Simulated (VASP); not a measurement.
A run of VASP 6.6.1 is set up as follows.

Contents of POSCAR:

```
La36HO54
1.0
   11.8217180600     -0.0000000900      0.0000000000
   -5.9108589500     10.2379082000      0.0000000000
    0.0000000000      0.0000000000     12.3757188400
La O H
36 54 1
Direct
    0.2219037900      0.1082274800      0.3747295700
    0.1122773200      0.2225779500      0.1234822500
    0.2218841100      0.1076784500      0.8764569500
    0.1101254000      0.2167954900      0.6247373700
    0.2055386000      0.4297836100      0.3844591100
    0.1137279600      0.5511921400      0.1249045300
    0.2197006200      0.4421152100      0.8715279500
    0.1115772000      0.5576641900      0.6234752700
    0.2225154600      0.7747563700      0.3755534100
    0.1108642200      0.8863411800      0.1233244600
    0.2205688600      0.7766116100      0.8772578500
    0.1099413700      0.8874029200      0.6227894100
    0.5555717800      0.1107700500      0.3749078100
    0.4448869900      0.2205971700      0.1226757900
    0.5536372800      0.1079262600      0.8761060800
    0.4428640400      0.2183528800      0.6220720700
    0.5574804400      0.4395067400      0.3764011300
    0.4471722800      0.5498340000      0.1006281000
    0.5563919700      0.4409373500      0.8697559900
    0.4430168900      0.5543588200      0.6215445700
    0.5673978100      0.7919171300      0.3846280300
    0.4460220300      0.8835689700      0.1248944000
    0.5551381600      0.7775299200      0.8715934300
    0.4395527600      0.8856474200      0.6235442400
    0.8874400400      0.1098885300      0.3748885000
    0.7770465300      0.2203197900      0.1228068700
    0.8898286900      0.1073440200      0.8777080200
    0.7780199000      0.2191435800      0.6258461600
    0.8865839900      0.4417762500      0.3748936300
    0.7764948600      0.5522792700      0.1227115100
    0.8892784400      0.4435974700      0.8760438600
    0.7788729300      0.5544754600      0.6220151600
    0.8889634000      0.7752856700      0.3747244800
    0.7744561800      0.8848573400      0.1236215500
    0.8896495200      0.7753590400      0.8765166900
    0.7804800900      0.8869966500      0.6247815800
    0.2220953800      0.1092574700      0.1751660000
    0.1083341500      0.2173411200      0.3207607900
   -0.0006986300     -0.0018495200     -0.0019871500
    0.2224643800      0.1089797100      0.6774643600
    0.1107306200      0.2193839800      0.8222188500
   -0.0000532500     -0.0025928000      0.5018876700
    0.2326243300      0.4479700600      0.1828199000
    0.1095658500      0.5514303800      0.3239901900
    0.0082740200      0.3358367800      0.0019339200
    0.2200689100      0.4415471100      0.6730604300
    0.1102309000      0.5542280700      0.8209676400
   -0.0014813100      0.3268762900      0.4939540600
    0.2228140300      0.7743979800      0.1757901900
    0.1110116200      0.8861743200      0.3216701700
   -0.0012887800      0.6647715300     -0.0033144800
    0.2200568800      0.7771414400      0.6790114800
    0.1100153500      0.8873481600      0.8225094700
   -0.0018405600      0.6644477900      0.5000274100
    0.5547113200      0.1078532900      0.1755681200
    0.4442569800      0.2205088000      0.3211538200
    0.3325655200     -0.0014597100     -0.0031731100
    0.5570796300      0.1100644600      0.6754304100
    0.4445446200      0.2194626900      0.8205242500
    0.3327831200     -0.0009130900      0.5000910700
    0.5526506400      0.4444226500      0.1794997900
    0.4394971100      0.5580025700      0.3361739800
    0.3362673800      0.3351915900     -0.0009809000
    0.5547540200      0.4424625300      0.6724322000
    0.4439525500      0.5533009500      0.8201181100
    0.3292400500      0.3291538500      0.4966612400
    0.5491603500      0.7645603700      0.1828297100
    0.4458501000      0.8877677600      0.3238987200
    0.3354019500      0.6616281100     -0.0022026100
    0.5557549000      0.7772352500      0.6731559200
    0.4429502400      0.8869555800      0.8210618200
    0.3277142600      0.6699472100      0.5055181000
    0.8880303200      0.1091172200      0.1740236300
    0.7767694100      0.2206003700      0.3197800200
    0.6613549800     -0.0111616700      0.0018808600
    0.8881083000      0.1090661500      0.6782593400
    0.7778466000      0.2193806700      0.8264691700
    0.6702372500     -0.0011395000      0.4939620000
    0.8894869700      0.4426766500      0.1756384000
    0.7765785500      0.5529016700      0.3212370300
    0.6645260800      0.3328884600      0.0006625900
    0.8871618900      0.4401291500      0.6752880500
    0.7777942700      0.5527115500      0.8204257700
    0.6637695200      0.3331717000      0.4928480800
    0.8878813500      0.7751036800      0.1751645900
    0.7798487400      0.8888949600      0.3208495900
    0.6619871600      0.6607602600     -0.0009688800
    0.8884323600      0.7748542600      0.6775326000
    0.7778815800      0.8864362700      0.8222845000
    0.6683556100      0.6682259400      0.4970491100
    0.4053635000      0.5928086700      0.2814917700
```

The input INCAR.step1:

```
SYSTEM = La36HO54
PREC = Accurate
ENCUT = 520
EDIFF = 1E-5
ISMEAR = -1
SIGMA = 0.01
LREAL = Auto
LASPH = .True.
NELM = 80
ALGO = Normal
ISIF = 2
LWAVE = .True.
LCHARG = .False.
GGA = PE
NELECT = 720.0
NBANDS = 412
NCORE = 2
```

INCAR.step2

```
SYSTEM = La36HO54
PREC = Accurate
ENCUT = 520
EDIFF = 1E-6
ISMEAR = -1
SIGMA = 0.01
LREAL = Auto
LASPH = .True.
NELM = 80
ALGO = Normal
ISIF = 2
LWAVE = .False.
LCHARG = .False.
GGA = PE
LHFCALC = .True.
HFSCREEN = 0.2079
PRECFOCK = Fast
ISTART = 1
NELECT = 720.0
NBANDS = 412
```

Contents of KPOINTS:

```
Automatic mesh
0
Gamma
  1 1 1
  0 0 0
```

Potentials or basis: VASP PAW PBE potentials, release 64 (La, O, H).

Run with:

```bash
$ cat potpaw_PBE.64/La/POTCAR potpaw_PBE.64/O/POTCAR potpaw_PBE.64/H/POTCAR > POTCAR
$ cp INCAR.step1 INCAR
$ mpirun -np 8 vasp_gam > vasp.out
$ cp INCAR.step2 INCAR
$ mpirun -np 8 vasp_gam > vasp.out
```

(1) Estimate the largest force.

Answers

(1) 0.494 eV/Å.

Caveat: the k points lie up to 0.61 Å⁻¹ apart; the cell carries a net charge on a neutralising background, which shifts energy and pressure; the PAW data sets were made with another functional, which shifts forces and pressure a little.
